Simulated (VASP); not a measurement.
The system is W.

```
W
1.0
     2.63568    0.00000    0.00000
     0.00000    2.63568    0.00000
     0.00000    0.00000    2.63568
W
1
Cartesian
  0.0000 0.0000 0.0000
```

This isn't the form of W at room conditions, which is bcc.

Base run:

* Program: VASP 6.6.1
* Functional: PBE
* Potentials or basis: VASP PAW PBE potentials, release 64 (W_sv)
* Cutoff: 520 eV
* k mesh: 18 × 18 × 18
* Occupations: fermi-dirac, width 0.05 eV
* Spin: no spin polarisation

Its results: band gap on the k mesh zero (bands 7 and 8 overlap by 2.82 eV); pressure 1.7 GPa.

**Question.** The run is repeated on the same cell with these changes: k mesh from 18 × 18 × 18 to 17 × 17 × 17. What comes out?

**Answer.** Band gap on the k mesh zero (bands 7 and 8 overlap by 2.60 eV); pressure 0.6 GPa.

Caveats: spin-orbit coupling is left out, which moves the levels of the heavy elements.
